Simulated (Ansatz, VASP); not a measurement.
One calculation of NiGe, two programs

Contents of INCAR:

```
SYSTEM = NiGe
ALGO = Fast
EDIFF = 1E-6
ENCUT = 520
GGA = PE
ISIF = 2
ISMEAR = 0
LASPH = .True.
LCHARG = .False.
LREAL = .False.
LWAVE = .False.
NBANDS = 58
NELM = 80
PREC = Accurate
SIGMA = 0.15
```

File KPOINTS:

```
k-points
0
Gamma
  6 10 6
  0 0 0
```

File POSCAR:

```
NiGe
1.0
    5.3966575032      0.0000000000      0.0000000000
    0.0000000000      3.4808800879      0.0000000000
    0.0000000000      0.0000000000      5.8460821537
Ni Ge
4 4
Direct
    0.9930956117      0.7493117603      0.1907080667
    0.0045291761      0.2493117603      0.8103427225
    0.5045291761      0.2493117603      0.6907080667
    0.4930956117      0.7493117603      0.3103427225
    0.8091392941      0.7493117603      0.5879574939
    0.1884854937      0.2493117603      0.4130932953
    0.6979863426      0.2548176779      0.0837543374
    0.3091392941      0.7493117603      0.9130932953
```

Input for Ansatz:

```yaml
crystal:
  lattice:
    - [5.3966575032, 0.0, 0.0]
    - [0.0, 3.4808800879, 0.0]
    - [0.0, 0.0, 5.8460821537]
  atoms:
    - { symbol: Ni, position: [0.9930956117, 0.7493117603, 0.1907080667] }
    - { symbol: Ni, position: [0.0045291761, 0.2493117603, 0.8103427225] }
    - { symbol: Ni, position: [0.5045291761, 0.2493117603, 0.6907080667] }
    - { symbol: Ni, position: [0.4930956117, 0.7493117603, 0.3103427225] }
    - { symbol: Ge, position: [0.8091392941, 0.7493117603, 0.5879574939] }
    - { symbol: Ge, position: [0.1884854937, 0.2493117603, 0.4130932953] }
    - { symbol: Ge, position: [0.6979863426, 0.2548176779, 0.0837543374] }
    - { symbol: Ge, position: [0.3091392941, 0.7493117603, 0.9130932953] }
basis:
  ecutwfc: 420
kpoints:
  mp_grid: { grid: [6, 10, 6] }
hamiltonian:
  xc: pbe
scf:
  occupations: { method: gaussian, width: 0.15 }
output:
  forces: true
  stress: true
  eigenvalues: true
```

Change from the starting cell: atom 7 moved 0.06 Å.

Alike in both runs: task single point; functional PBE; k mesh 6 × 10 × 6; occupations gaussian, width 0.15 eV; no spin polarisation.

|  | VASP | Ansatz |
| --- | --- | --- |
| version | VASP 6.6.1 | Ansatz 0.2.0 |
| potentials or method | VASP PAW PBE potentials, release 64 (Ni, Ge_d), cutoff 520 eV | scalar-relativistic, plane waves, PAW |
| valence electrons in the cell | 96 | 128 |

```csv
,VASP,Ansatz,Ansatz less VASP
gap on the k mesh at the Fermi level (eV),none,none,-
pressure (GPa),0.4,0.2,-0.18
"traceless stress, the component that is largest in VASP (GPa)",-0.46,-0.37,+0.084
rms of the force components (eV/Å),0.157,0.156,-0.0010
```

Atom by atom the forces differ by 0.004 eV/Å (rms over components). A gap of «none» marks a metal or a gap that the smearing closes. VASP's potentials hold 96 valence electrons a cell and Ansatz's 128, so a difference there can come from the potentials and not from the codes.
